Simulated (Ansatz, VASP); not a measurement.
# MgS in VASP and in Ansatz

```
Mg S
1.0
    -0.02103    2.57581    2.57581
     2.57581   -0.02103    2.57581
     2.57581    2.57581   -0.02103
Mg S
1 1
Direct
  0.00000 0.00000 0.00000
  0.50000 0.50000 0.50000
```

Alike in both runs: task single point; functional PBEsol; k mesh 6 × 6 × 6; no spin polarisation.

|  | VASP | Ansatz |
| --- | --- | --- |
| version | VASP 6.6.1 | Ansatz 0.2.0 |
| potentials or method | VASP PAW PBE potentials, release 64 (Mg, S), cutoff 600 eV | scalar-relativistic, all-electron LAPW |
| occupations | gaussian, width 0.01 eV | fixed |

Ansatz gave:

- gap on the k mesh at the Fermi level (eV): 2.66
- least direct gap on the mesh (eV): 3.65
- pressure (GPa): 0.4
- traceless stress, the component that is largest in VASP (GPa): 0.44

Task: Which values does VASP return?

Result: gap on the k mesh at the Fermi level (eV): 2.66; least direct gap on the mesh (eV): 3.65; pressure (GPa): 0.3; traceless stress, the component that is largest in VASP (GPa): 0.44.

VASP's potentials were made for PBE, not for PBEsol. Ansatz ran all-electron here, and VASP with PAW potentials.
